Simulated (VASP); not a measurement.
Here is a VASP 6.6.1 calculation.

The input INCAR:

```
PREC = Accurate
ENCUT = 600
EDIFF = 1E-7
ISMEAR = -1
SIGMA = 0.05
LREAL = F
LASPH = T
NELM = 80
ALGO = Normal
ISIF = 3
LWAVE = F
LCHARG = F
GGA = CA
IBRION = 2
NSW = 80
EDIFFG = -0.02
```

File KPOINTS:

```
Automatic mesh
0
Gamma
  7 7 7
```

File POSCAR:

```
HfOs
1.0
    3.2600000000      0.0000000000      0.0000000000
    0.0000000000      3.2600000000      0.0000000000
    0.0000000000      0.0000000000      3.2600000000
Hf Os
1 1
Direct
    0.0000000000      0.0000000000      0.0000000000
    0.5000000000      0.5000000000      0.5000000000
```

Potentials or basis: VASP PAW LDA potentials, release 64 (Hf_pv, Os).

Command:

```sh
$ cat potpaw_LDA.64/Hf_pv/POTCAR potpaw_LDA.64/Os/POTCAR > POTCAR
$ mpirun -np 1 vasp_std > vasp.out
```

**Question.** Estimate the relaxed volume.

**Answer.** 16.42 Å³/atom.

**Question.** What does it give for the band gap on the k mesh?

**Answer.** Zero (bands 9 and 10 overlap by 0.54 eV).

**Question.** What does it give for the space group after relaxing (to 0.1 Å)?

**Answer.** Pm-3m (No. 221).

**Question.** What does it give for the relaxed cell?

**Answer.** a = 3.202 Å, b = 3.202 Å, c = 3.202 Å, α = 90.00°, β = 90.00°, γ = 90.00°.

Final structure:
```yaml
crystal:
  lattice:
    - [3.20244, 0.00000, 0.00000]
    - [0.00000, 3.20244, 0.00000]
    - [0.00000, 0.00000, 3.20244]
  atoms:
    - { symbol: Hf, position: [0.00000, 0.00000, 0.00000] }
    - { symbol: Os, position: [0.50000, 0.50000, 0.50000] }
```

Caveat: spin-orbit coupling is left out, which moves the levels of the heavy elements.
